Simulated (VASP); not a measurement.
Write the native input for VASP 6.6.1 that does the following.

- Task: single point
- Functional: PBEsol
- Potentials or basis: VASP PAW PBE potentials, release 64 (Cd, Ag)
- Cutoff: 520 eV
- k mesh: 6 × 6 × 2
- Occupations: fermi-dirac, width 0.15 eV
- Spin: no spin polarisation
- Dipole correction: no
- Further INCAR settings: ALGO = Normal; EDIFF = 1e-06; NBANDS = 32

The structure of Cd3Ag lies in POSCAR:

```
Cd3Ag
1.0
    3.1050139900      0.0000000000      0.0000000000
   -1.5525070000      2.6890210000      0.0000000000
    0.0000000000      0.0000000000      9.6463406800
Cd Ag
3 1
Direct
    0.0000000000      0.0000000000      0.5000000000
    0.6666666696      0.3333333284      0.2378099402
    0.6666666696      0.3333333284      0.7621900598
    0.0000000000      0.0000000000      0.0000000000
```

One way to write it, as run:

INCAR

```
SYSTEM = Cd3Ag
PREC = Accurate ; ENCUT = 520
EDIFF = 1E-6 ; ISMEAR = -1
SIGMA = 0.15 ; LREAL = .FALSE.
LASPH = .TRUE. ; NELM = 100
ALGO = Normal ; ISIF = 2
LWAVE = .FALSE. ; LCHARG = .FALSE.
GGA = PS ; NBANDS = 32
```

KPOINTS

```
Automatic mesh
0
G
  6 6 2
  0 0 0
```

Potentials or basis: VASP PAW PBE potentials, release 64 (Cd, Ag).

Launch:

```sh
$ cat potpaw_PBE.64/Cd/POTCAR potpaw_PBE.64/Ag/POTCAR > POTCAR
$ mpirun -np 1 vasp_std > vasp.out
```

Results of the run:

```json
{
 "Pressure": "-2.4 GPa",
 "Largest force": "0.028 eV/Å"
}
```

Caveat: the k points lie up to 0.39 Å⁻¹ apart; the PAW data sets were made with another functional, which shifts forces and pressure a little.

It took 24 s on 1 thread of Intel(R) Xeon(R) Platinum 8375C CPU @ 2.90GHz (Ice Lake), with other jobs on the host, peak memory 0.2 GiB.
